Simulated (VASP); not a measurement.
**Ga (a cell with a defect): single point with PBE**

The system is Ga (a cell with a defect).

```
Ga
1.0
     0.00000    5.67847    0.00000
     5.67847    0.00000    0.00000
     4.25885    4.25885   -6.76138
Ga
11
Direct
  0.88122 0.02044 0.97531
  0.02193 0.00688 0.63075
  0.98878 0.49848 0.99305
  0.96116 0.44275 0.34435
  0.96962 0.52029 0.64984
  0.29784 0.00158 0.12244
  0.65829 0.99092 0.36597
  0.46251 0.97766 0.73344
  0.49460 0.53224 0.02381
  0.47405 0.52237 0.35847
  0.45350 0.47307 0.70899
```

| Property | Result |
| --- | --- |
| Program | VASP 6.6.1 |
| Task | single point |
| Functional | PBE |
| Potentials or basis | VASP PAW PBE potentials, release 64 (Ga_d) |
| Cutoff | 520 eV |
| k mesh | 3 × 3 × 2 |
| Occupations | fermi-dirac, width 0.05 eV |
| Spin | no spin polarisation |

* Pressure: -0.6 GPa
* Largest force: 0.017 eV/Å

Forces on the atoms (eV/Å):
```
Ga  -0.006  0.012  0.000
Ga  -0.004  0.008  0.007
Ga   0.005 -0.003  0.003
Ga  -0.011  0.002 -0.006
Ga  -0.001 -0.004 -0.003
Ga   0.011 -0.010  0.008
Ga  -0.005 -0.005 -0.002
Ga  -0.004  0.001 -0.001
Ga   0.000  0.000 -0.002
Ga   0.008  0.002  0.000
Ga   0.008 -0.003 -0.004
```

Stress tensor (GPa, compression positive):
```
 0.68 -0.05 -0.60
-0.05  1.34 -0.96
-0.60 -0.96 -3.96
```

Levels at points of the mesh, in eV from the Fermi level:
| k point | band 68 | band 69 | band 70 | band 71 | band 72 | band 73 | band 74 | band 75 | band 76 | band 77 |
| --- | --- | --- | --- | --- | --- | --- | --- | --- | --- | --- |
| (0.00, 0.00, 0.00) | -1.38 | -1.18 | -0.95 | -0.83 | -0.77 | -0.45 | 0.01 | 0.31 | 0.67 | 2.04 |
| (0.00, 0.00, 0.50) | -1.45 | -1.31 | -1.01 | -0.95 | -0.82 | -0.67 | -0.47 | -0.30 | 0.38 | 1.18 |

Wall time 2.4 min on 1 thread of Intel(R) Xeon(R) 6975P-C (Granite Rapids), with other jobs on the host, peak memory 0.4 GiB.

Caveat: the k points lie up to 0.46 Å⁻¹ apart.
